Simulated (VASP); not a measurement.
**Cu: single point with LDA**

The system is Cu.

```
Cu
1.0
    -1.44447    1.44447    1.30979
     1.44447   -1.44447    1.30979
     1.44447    1.44447   -1.30979
Cu
1
Direct
  0.00000 0.00000 0.00000
```

```json
{
  "Program": "VASP 6.6.1",
  "Task": "single point",
  "Functional": "LDA",
  "Potentials or basis": "VASP PAW LDA potentials, release 64 (Cu)",
  "Cutoff": "520 eV",
  "k mesh": "16 × 16 × 16",
  "Occupations": "methfessel-paxton, width 0.15 eV",
  "Spin": "no spin polarisation",
  "Dipole correction": "no",
  "Further INCAR settings": "ALGO = Normal; EDIFF = 1e-07; NBANDS = 12"
}
```

The pressure is 0.9 GPa.

Stress tensor (GPa, compression positive):
```
0.95 0.00 0.00
0.00 0.95 0.00
0.00 0.00 0.86
```

Levels at points of the mesh, in eV from the Fermi level:
```csv
k point,band 2,band 3,band 4,band 5,band 6,band 7,band 8,band 9,band 10,band 11
"(0.00, 0.00, 0.00)",-3.70,-3.25,-3.25,-2.58,-2.08,24.62,24.62,27.61,28.94,29.19
"(0.50, 0.00, 0.00)",-4.39,-2.34,-1.93,-1.47,-0.48,5.17,17.34,17.47,21.62,24.90
"(0.50, 0.50, 0.00)",-3.85,-2.67,-2.27,-1.51,-1.28,4.02,20.01,20.56,24.12,27.18
"(0.50, 0.50, 0.50)",-5.11,-1.68,-1.68,-1.58,7.23,7.23,11.22,13.31,14.16,18.47
```

Wall time 18 s on 1 thread of Intel(R) Xeon(R) 6975P-C (Granite Rapids), on a shared host, peak memory 0.15 GiB.
